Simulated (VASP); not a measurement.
SiNi2:

```xyz
12
Lattice="4.9900 0.0000 0.0000 0.0000 3.7200 0.0000 0.0000 0.0000 7.0300" Properties=species:S:1:pos:R:3 pbc="T T T"
Ni    1.6218    2.7900    6.5871
Ni    3.3683    0.9300    0.4429
Ni    0.8732    0.9300    3.0721
Ni    4.1167    2.7900    3.9579
Ni    2.2854    2.7900    2.0879
Ni    2.7046    0.9300    4.9421
Ni    0.2096    0.9300    5.6029
Ni    4.7804    2.7900    1.4271
Si    3.9221    2.7900    6.2286
Si    1.0679    0.9300    0.8014
Si    3.5629    0.9300    2.7136
Si    1.4271    2.7900    4.3164
```

Program: VASP 6.6.1. Alike in all runs: task single point; cell as given; cutoff (eV) 520; smearing fermi-dirac 0.05 eV.

Task: Order these runs on this cell by their pressure, lowest first.
A. level PBE; potentials or basis VASP PAW PBE potentials, release 64 (Ni, Si); spin collinear, ferromagnetic start; k mesh 5 × 5 × 3
B. level PBE+U; potentials or basis VASP PAW PBE potentials, release 64 (Ni, Si); spin collinear, ferrimagnetic start; U Ni d U = 5.0 eV; k mesh 4 × 6 × 3
C. level LDA; potentials or basis VASP PAW LDA potentials, release 64 (Ni, Si); spin collinear, ferromagnetic start; k mesh 5 × 5 × 3

Result: C (-10.2 GPa), B (-8.4 GPa), A (3.6 GPa).

Caveats: the cell stands under tension (at least some runs); the U is typed as a test and isn't derived for this compound (at least some runs); the cell stands under pressure (at least some runs).
